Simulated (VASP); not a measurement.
# Si7GeO16 (P1) in VASP: single point with PBEsol

Aim: the single point of Si7GeO16 with PBEsol.

Program: VASP 6.6.1. These are calculated values, not measurements. Logs are shortened: lines on timing, memory, paths and dates and some standing lists are left out, and cuts for length are marked.

## 1. The cell of the first run

The typed cell holds 72 atoms: a = 8.448 Å, b = 8.446 Å, c = 8.116 Å, α = 90.00°, β = 90.00°, γ = 90.00°.

## 2. Single point, PBEsol

INCAR reads:

```
SYSTEM = Si7GeO16
PREC = Accurate
ENCUT = 600
EDIFF = 1E-6
ISMEAR = -1
SIGMA = 0.05
LREAL = Auto
LASPH = .TRUE.
NELM = 120
ALGO = Normal
ISIF = 2
LWAVE = .FALSE.
LCHARG = .TRUE.
GGA = PS
LELF = .TRUE.
LVHAR = .TRUE.
NBANDS = 249
ISYM = 0
GGA_COMPAT = .FALSE.
```

KPOINTS reads:

```
Automatic mesh
0
Gamma
  1 1 1
  0.25 0.25 0.25
```

POSCAR reads:

```
Si7GeO16
1.0
    8.4476936265      0.0000000000      0.0000000000
    0.0000000000      8.4462639997      0.0000000000
    0.0000000000      0.0000000000      8.1160721908
Ge Si O
3 21 48
Direct
    0.0018300000      0.9987020000      0.9990210000
    0.4985190000      0.9992900000      0.9991960000
    0.7504680000      0.2540720000      0.1682190000
    0.0017920000      0.9987410000      0.3370970000
    0.9998200000      0.0008110000      0.6635870000
    0.0010330000      0.5018100000      0.9988000000
    0.0011220000      0.5018090000      0.3350480000
    0.0007580000      0.5015030000      0.6659060000
    0.4989200000      0.9996190000      0.3373880000
    0.4991370000      0.9998730000      0.6637950000
    0.4979270000      0.5026050000      0.9990060000
    0.4979430000      0.5025970000      0.3348070000
    0.5001410000      0.5004950000      0.6659270000
    0.2505910000      0.2537640000      0.1685860000
    0.2489850000      0.2513740000      0.5002630000
    0.2506570000      0.2537520000      0.8310950000
    0.2490990000      0.7476410000      0.1686130000
    0.2509900000      0.7500750000      0.5003290000
    0.2491720000      0.7475640000      0.8309190000
    0.7489620000      0.2513350000      0.5024910000
    0.7507570000      0.2536560000      0.8285780000
    0.7491580000      0.7476550000      0.1685870000
    0.7509060000      0.7499710000      0.5002620000
    0.7491930000      0.7477320000      0.8310940000
    0.1599970000      0.1581620000      0.9998240000
    0.1533020000      0.1553630000      0.3345550000
    0.1522300000      0.1561250000      0.6656000000
    0.1506230000      0.6530470000      0.9996910000
    0.1538220000      0.6519080000      0.3349020000
    0.1541190000      0.6521460000      0.6652170000
    0.6570130000      0.1554910000      0.9907360000
    0.6499360000      0.1527750000      0.3428990000
    0.6524760000      0.1556620000      0.6656400000
    0.6501800000      0.6535610000      0.9997340000
    0.6532420000      0.6524020000      0.3347910000
    0.6540520000      0.6514240000      0.6652790000
    0.3484100000      0.3490390000      0.9997190000
    0.3454810000      0.3500310000      0.3348190000
    0.3466460000      0.3491940000      0.6653210000
    0.3398590000      0.8427700000      0.9996450000
    0.3473240000      0.8455940000      0.3345940000
    0.3470630000      0.8453090000      0.6656950000
    0.8519450000      0.3509480000      0.9909780000
    0.8490880000      0.3521290000      0.3434340000
    0.8463420000      0.3497050000      0.6652190000
    0.8406280000      0.8424060000      0.9998390000
    0.8477160000      0.8447670000      0.3345610000
    0.8469290000      0.8460440000      0.6656190000
    0.0958620000      0.4040580000      0.1670840000
    0.0974860000      0.4048800000      0.5007820000
    0.0984770000      0.4056980000      0.8319150000
    0.1006550000      0.8988330000      0.1757410000
    0.0978990000      0.9034250000      0.5004720000
    0.0994300000      0.9000230000      0.8234920000
    0.5914230000      0.4096530000      0.1670490000
    0.5951980000      0.4045630000      0.4999850000
    0.5962230000      0.4054370000      0.8325710000
    0.5993990000      0.9018260000      0.1757280000
    0.5961780000      0.9026340000      0.5008050000
    0.5978580000      0.8993590000      0.8236450000
    0.4023070000      0.1014100000      0.1757040000
    0.4012670000      0.0962130000      0.5008050000
    0.3997010000      0.0997320000      0.8236510000
    0.4007960000      0.5988470000      0.1670720000
    0.4033120000      0.5981750000      0.5004770000
    0.4022570000      0.5974320000      0.8322920000
    0.9059400000      0.0953170000      0.1758660000
    0.9035290000      0.0963890000      0.5000310000
    0.9019460000      0.0999030000      0.8239250000
    0.9022370000      0.5955480000      0.1670660000
    0.9050010000      0.5990100000      0.5007950000
    0.9039770000      0.5983380000      0.8319170000
```

Potentials or basis: VASP PAW PBE potentials, release 64 (Ge_d, Si, O).

The run is started by

```
$ cat potpaw_PBE.64/Ge_d/POTCAR potpaw_PBE.64/Si/POTCAR potpaw_PBE.64/O/POTCAR > POTCAR
$ mpirun -np 1 vasp_std > vasp.out
```

OUTCAR:

```text
SYSTEM = Si7GeO16
   PREC = Accurate
   ENCUT = 600
   EDIFF = 1E-6
   ISMEAR = -1
   LREAL = Auto
   LASPH = .TRUE.
   NELM = 120
   ISIF = 2
   GGA = PS
   ISYM = 0

 ion  position               nearest neighbor table
   1  0.002  0.999  0.999-  67 1.84  54 1.84  69 1.86  52 1.86  46 1.90  25 1.90   5 2.72   4 2.74

   2  0.499  0.999  0.999-  63 1.86  60 1.86  58 1.86  61 1.86  31 1.88  40 1.88  10 2.72   9 2.74

   3  0.750  0.254  0.168-  31 1.84  44 1.84  32 1.86  43 1.86  67 1.88  55 1.88  20 2.71  21 2.76

   4  0.002  0.999  0.337-  67 1.74  53 1.75  68 1.77  52 1.77  47 1.84  26 1.84   5 2.65   1 2.74

   5  1.000  0.001  0.664-  68 1.75  69 1.75  53 1.77  54 1.77  48 1.84  27 1.84   4 2.65   1 2.72

   6  0.001  0.502  0.999-  51 1.78  72 1.78  70 1.79  49 1.79  43 1.79  28 1.80   8 2.70   7 2.73

   7  0.001  0.502  0.335-  50 1.77  71 1.77  49 1.78  70 1.78  44 1.80  29 1.81   8 2.69   6 2.73

   8  0.001  0.502  0.666-  71 1.77  50 1.77  51 1.78  72 1.78  30 1.82  45 1.83   7 2.69   6 2.70

   9  0.499  1.000  0.337-  59 1.76  62 1.76  58 1.77  61 1.77  32 1.82  41 1.83  10 2.65   2 2.74

  10  0.499  1.000  0.664-  62 1.76  59 1.76  60 1.76  63 1.76  42 1.83  33 1.85   9 2.65   2 2.72
[... 75 lines left out ...]
  71  0.905  0.599  0.501-   8 1.77   7 1.77  23 1.82
  72  0.904  0.598  0.832-   8 1.78   6 1.78  24 1.82

IMPORTANT INFORMATION: All symmetrisations will be switched off!
NOSYMM: (Re-)initialisation of all symmetry stuff for point group C_1.

----------------------------------------------------------------------------------------

                                     Primitive cell

  volume of cell :     579.0935

  direct lattice vectors                    reciprocal lattice vectors
     8.447693626  0.000000000  0.000000000     0.118375505  0.000000000  0.000000000
     0.000000000  8.446264000  0.000000000     0.000000000  0.118395542  0.000000000
     0.000000000  0.000000000  8.116072191     0.000000000  0.000000000  0.123212310

  length of vectors
     8.447693626  8.446264000  8.116072191     0.118375505  0.118395542  0.123212310

  position of ions in fractional coordinates (direct lattice)
     0.001830000  0.998702000  0.999021000
     0.498519000  0.999290000  0.999196000
     0.750468000  0.254072000  0.168219000
     0.001792000  0.998741000  0.337097000
     0.999820000  0.000811000  0.663587000
     0.001033000  0.501810000  0.998800000
[... 64 lines left out ...]
     0.905001000  0.599010000  0.500795000
     0.903977000  0.598338000  0.831917000

  ion indices of the primitive-cell ions
   primitive index   ion index
                 1           1
                 2           2
                 3           3
                 4           4
                 5           5
                 6           6
[... 64 lines left out ...]
                71          71
                72          72

----------------------------------------------------------------------------------------

 KPOINTS: Automatic mesh

Automatic generation of k-mesh.
 Grid dimensions read from file:
 generate k-points for:    1    1    1

 Generating k-lattice:

  Cartesian coordinates                     Fractional coordinates (reciprocal lattice)
     0.118375505  0.000000000  0.000000000     1.000000000  0.000000000  0.000000000
     0.000000000  0.118395542  0.000000000     0.000000000  1.000000000  0.000000000
     0.000000000  0.000000000  0.123212310     0.000000000  0.000000000  1.000000000

  Length of vectors
     0.118375505  0.118395542  0.123212310

  Shift w.r.t. Gamma in fractional coordinates (k-lattice)
     0.250000000  0.250000000  0.250000000

 Subroutine IBZKPT returns following result:
 ===========================================

 Found      4 irreducible k-points:

 Following reciprocal coordinates:
            Coordinates               Weight
  0.250000  0.250000  0.250000      2.000000
 -0.250000 -0.250000  0.250000      2.000000
 -0.250000  0.250000 -0.250000      2.000000
  0.250000 -0.250000 -0.250000      2.000000
   k-points           NKPTS =      4   k-points in BZ     NKDIM =      4   number of bands    NBANDS=    249
   number of dos      NEDOS =    301   number of ions     NIONS =     72
   total plane-waves  NPLWV = 343000
   dimension x,y,z NGX =    70 NGY =   70 NGZ =   70
   dimension x,y,z NGXF=   140 NGYF=  140 NGZF=  140
   ions per type =               3  21  48
   NGX,Y,Z   is equivalent  to a cutoff of  13.78, 13.78, 14.34 a.u.
   NGXF,Y,Z  is equivalent  to a cutoff of  27.55, 27.56, 28.68 a.u.
 SYSTEM =  Si7GeO16
   PREC   = accura    normal or accurate (medium, high low for compatibility)
   ISTART =      0    job   : 0-new  1-cont  2-samecut
   ICHARG =      2    charge: 1-file 2-atom 10-const
   ISPIN  =      1    spin polarized calculation?
   LNONCOLLINEAR =      F non collinear calculations
   LSORBIT =      F    spin-orbit coupling
   LASPH  =      T    aspherical Exc in radial PAW
   ENCUT  =  600.0 eV  44.10 Ry    6.64 a.u.  16.87 16.87 16.21*2*pi/ulx,y,z
   NELM   =    120;   NELMIN=  2; NELMDL= -5     # of ELM steps
   EDIFF  = 0.1E-05   stopping-criterion for ELM
   LREAL  =      T    real-space projection
   EDIFFG = 0.1E-04   stopping-criterion for IOM
   NSW    =      0    number of steps for IOM
   IBRION =     -1    ionic relax: 0-MD 1-quasi-New 2-CG
   NFREE  =      0    steps in history (QN), initial steepest desc. (CG)
   ISIF   =      2    stress and relaxation
   ISYM   =      0    0-nonsym 1-usesym 2-fastsym
   POTIM  = 0.5000    time-step for ionic-motion
   TEBEG  =    0.0;   TEEND  =   0.0 temperature during run
   PSTRESS=    0.0 pullay stress
   NELECT =     414.0000    total number of electrons
   NUPDOWN=      -1.0000    fix difference up-down
   EMIN   =  10.00;   EMAX   =-10.00  energy-range for DOS
   EFERMI =   0.00;   METHOD = LEGACY
   ISMEAR =    -1;   SIGMA  =   0.05  broadening in eV -4-tet -1-fermi 0-gaus
   EFERMI_NEDOS =   21; number of points for ismear=-14 and -15
   IALGO  =     38    algorithm
   IMIX   =      4    mixing-type and parameters
     AMIX     =   0.40;   BMIX     =  1.00
     AMIX_MAG =   1.60;   BMIX_MAG =  1.00
  volume/ion in A,a.u.               =       8.04        54.28
  Fermi-wavevector in a.u.,A,eV,Ry     =   1.463835  2.766247 29.154728  2.142812
  Thomas-Fermi vector in A             =   2.579882
   LORBIT       =      0    0 simple, 1 ext, 2 COOP (PROOUT), +10 PAW based schemes
   GGA     = PS    functional components
   LHFCALC =     F    Hartree Fock is set to
   AEXX    =    0.0000 exact exchange contribution
   IVDW    =     0    specifies the selected vdW correction
   LEPSILON=     F    determine dielectric tensor
   LRPA    =     F    only Hartree local field effects (RPA)
 non-spin polarized calculation
  energy-cutoff  :      600.00
  volume of cell :      579.09
 maximum number of plane-waves:     19315
 NGX is ok and might be reduce to    70
   NGX = 33   NGY = 33   NGZ = 33

 number of electron     414.0000008 magnetization

 Free energy of the ion-electron system (eV)
  ---------------------------------------------------
  ext. energy  EPLUGINS =         0.00000000
  ---------------------------------------------------
  free energy    TOTEN  =      -575.55221468 eV

  energy without entropy =     -575.55221468  energy(sigma->0) =     -575.55221468

 E-fermi :   8.6756     XC(G=0): -12.4656

 val. band max:        7.4229198120   @ k =  -0.2500  -0.2500   0.2500
 cond. band min:      12.5659876827   @ k =  -0.2500   0.2500  -0.2500
 fundamental gap:      5.1430678707
 Fermi energy:         8.6755982952

 k-point     1 :       0.2500    0.2500    0.2500
  band No.  band energies     occupation
      1     -16.9120      2.00000
      2     -16.8744      2.00000
      3     -16.8345      2.00000
      4     -16.8173      2.00000
      5     -16.7974      2.00000
      6     -16.7799      2.00000
[... 211 lines left out ...]
    218      15.2959      0.00000
    219      15.4352      0.00000

 k-point     2 :      -0.2500   -0.2500    0.2500
  band No.  band energies     occupation
      1     -16.9119      2.00000
      2     -16.8744      2.00000
      3     -16.8345      2.00000
      4     -16.8173      2.00000
      5     -16.7974      2.00000
      6     -16.7799      2.00000
[... 211 lines left out ...]
    218      15.2890      0.00000
    219      15.4413      0.00000

 k-point     3 :      -0.2500    0.2500   -0.2500
  band No.  band energies     occupation
      1     -16.9120      2.00000
      2     -16.8744      2.00000
      3     -16.8345      2.00000
      4     -16.8173      2.00000
      5     -16.7974      2.00000
      6     -16.7799      2.00000
[... 211 lines left out ...]
    218      15.2617      0.00000
    219      15.4814      0.00000

 k-point     4 :       0.2500   -0.2500   -0.2500
  band No.  band energies     occupation
      1     -16.9120      2.00000
      2     -16.8744      2.00000
      3     -16.8345      2.00000
      4     -16.8173      2.00000
      5     -16.7974      2.00000
      6     -16.7798      2.00000
[... 211 lines left out ...]
    218      15.1976      0.00000
    219      15.5050      0.00000
 [bands above 219 left out]

------------------------ aborting loop because EDIFF is reached ----------------------------------------

  FORCE on cell =-STRESS in cart. coord.  units (eV):
  Direction    XX          YY          ZZ          XY          YZ          ZX
  --------------------------------------------------------------------------------------
  -------------------------------------------------------------------------------------
  Total       -0.0887494     -0.1064974      2.7605321      1.3307544     -0.1664637     -0.0287998
  in kB       -0.2455429     -0.2946462      7.6375608      3.6817966     -0.4605549     -0.0796803
  external PRESSURE =       2.3657906 kB  Pullay stress =       0.0000000 kB

 VOLUME and BASIS-vectors are now :
 -----------------------------------------------------------------------------
  energy-cutoff  :      600.00
  volume of cell :      579.09
      direct lattice vectors                 reciprocal lattice vectors
     8.447693626  0.000000000  0.000000000     0.118375505  0.000000000  0.000000000
     0.000000000  8.446264000  0.000000000     0.000000000  0.118395542  0.000000000
     0.000000000  0.000000000  8.116072191     0.000000000  0.000000000  0.123212310

 POSITION                                       TOTAL-FORCE (eV/Angst)
 -----------------------------------------------------------------------------------
      0.01546      8.43530      8.10813        -0.002925      0.003277      0.003769
      4.21134      8.44027      8.10955         0.000713      0.000247     -0.001066
      6.33972      2.14596      1.36528        -0.001885     -0.003372     -0.001225
      0.01514      8.43563      2.73590         0.002252     -0.003580     -0.006345
      8.44617      0.00685      5.38572         0.005504     -0.000308      0.010000
      0.00873      4.23842      8.10633         0.002175     -0.002119      0.005785
[... 64 lines left out ...]
      7.64517      5.05940      4.06449        -0.027681      0.026483     -0.001701
      7.63652      5.05372      6.75190        -0.024408      0.022393     -0.001631
 -----------------------------------------------------------------------------------
    total drift:                                0.001374      0.007145      0.021573

  FREE ENERGIE OF THE ION-ELECTRON SYSTEM (eV)
  ---------------------------------------------------
  free  energy   TOTEN  =      -575.5522146806 eV

  energy  without entropy=     -575.5522146806  energy(sigma->0) =     -575.55221468
```

It took 33 min on 1 thread of Intel Xeon 8259CL, shared host; peak memory 0.97 GiB.

Results:

* Free energy: -575.5522 eV
* Pressure: 0.2 GPa
* Largest force: 0.050 eV/Å
* Band gap on the k mesh: 5.14 eV

Forces on the atoms (eV/Å):
```
Ge  -0.003  0.003  0.004
Ge   0.001  0.000 -0.001
Ge  -0.002 -0.003 -0.001
Si   0.002 -0.004 -0.006
Si   0.006  0.000  0.010
Si   0.002 -0.002  0.006
Si  -0.001  0.004 -0.006
Si   0.002  0.002  0.005
Si  -0.006 -0.002 -0.009
Si  -0.001  0.002  0.012
Si   0.002 -0.005  0.006
Si   0.000  0.001 -0.006
Si  -0.004  0.009  0.002
Si   0.002  0.000 -0.004
Si   0.011  0.002  0.000
Si   0.002 -0.001  0.005
Si   0.000  0.003 -0.004
Si  -0.010 -0.004  0.000
Si  -0.001  0.002  0.001
Si   0.009  0.001 -0.010
Si   0.002  0.001  0.010
Si   0.000  0.004 -0.004
Si  -0.009 -0.003 -0.001
Si   0.001  0.003  0.002
O   -0.031 -0.030  0.001
O   -0.025 -0.024 -0.002
O   -0.027 -0.025  0.002
O   -0.010 -0.012  0.004
O   -0.022 -0.021  0.001
O   -0.024 -0.023 -0.001
O   -0.023 -0.025  0.028
O   -0.014 -0.014 -0.023
O   -0.032 -0.031  0.002
O   -0.014 -0.015  0.001
O   -0.023 -0.022  0.005
O   -0.024 -0.022  0.001
O    0.013  0.016 -0.002
O    0.021  0.022  0.000
O    0.024  0.024 -0.005
O    0.030  0.028  0.001
O    0.023  0.023 -0.007
O    0.026  0.026  0.003
O    0.005  0.006  0.018
O    0.009  0.008 -0.027
O    0.031  0.029 -0.003
O    0.031  0.027 -0.002
O    0.027  0.025 -0.004
O    0.027  0.025  0.002
O    0.019 -0.017 -0.001
O    0.028 -0.028  0.000
O    0.024 -0.024 -0.001
O    0.010 -0.013 -0.024
O    0.032 -0.033  0.002
O    0.010 -0.009  0.027
O    0.037 -0.035 -0.001
O    0.027 -0.029 -0.002
O    0.024 -0.026  0.003
O    0.009 -0.013 -0.023
O    0.035 -0.035 -0.002
O    0.013 -0.013  0.024
O   -0.012  0.011 -0.023
O   -0.034  0.035 -0.001
O   -0.013  0.017  0.027
O   -0.015  0.014  0.004
O   -0.027  0.024  0.002
O   -0.021  0.020 -0.006
O   -0.027  0.026 -0.029
O   -0.036  0.036 -0.002
O   -0.013  0.019  0.025
O   -0.019  0.019  0.000
O   -0.028  0.026 -0.002
O   -0.024  0.022 -0.002
```

Stress tensor (GPa, compression positive):
```
-0.02  0.37 -0.01
 0.37 -0.03 -0.05
-0.01 -0.05  0.76
```

Levels at points of the mesh, in eV from the valence-band top:
```csv
k point,band 205,band 206,band 207,band 208,band 209,band 210
"(0.25, 0.25, 0.25)",-0.59,-0.52,0.00,5.16,5.55,5.78
```

Caveat: the PAW data sets were made with another functional, which shifts forces and pressure a little; a shifted mesh leaves out Γ, where band edges can lie. A k mesh can miss the band edges.
